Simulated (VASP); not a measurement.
Write the native input for VASP 6.6.1 that does the following.

- Task: single point
- Functional: PBE
- Potentials or basis: VASP PAW PBE potentials, release 64 (Zn, Cu)
- Cutoff: 520 eV
- k mesh: 10 × 10 × 10
- Occupations: methfessel-paxton, width 0.1 eV
- Spin: no spin polarisation
- Dipole correction: no
- Further INCAR settings: ALGO = Normal; EDIFF = 1e-07; NBANDS = 18

The structure of ZnCu lies in POSCAR:

```
ZnCu
1.0
    2.8950751010      0.0000000000      0.0000000000
    0.0000000000      2.8950751010      0.0000000000
    0.0000000000      0.0000000000      2.8950751010
Zn Cu
1 1
Direct
    0.5000000000      0.5000000000      0.5000000000
    0.0000000000      0.0000000000      0.0000000000
```

One way to write it, as run:

INCAR

```
PREC = Accurate ; ENCUT = 520
EDIFF = 1E-7 ; ISMEAR = 1
SIGMA = 0.1 ; LREAL = False
LASPH = True ; NELM = 60
ALGO = Normal ; ISIF = 2
LWAVE = False ; LCHARG = True
GGA = PE ; LELF = True
LVHAR = True ; NBANDS = 18
```

KPOINTS

```
Automatic mesh
0
Gamma
  10 10 10
```

Potentials or basis: VASP PAW PBE potentials, release 64 (Zn, Cu).

The run is started by

```console
$ cat potpaw_PBE.64/Zn/POTCAR potpaw_PBE.64/Cu/POTCAR > POTCAR
$ mpirun -np 1 vasp_std > vasp.out
```

Results of the run:

```
Pressure : 10.4 GPa
```

Run time: 24 s on 1 thread of Intel Xeon 6975P-C, on a shared host, peak memory 0.15 GiB.
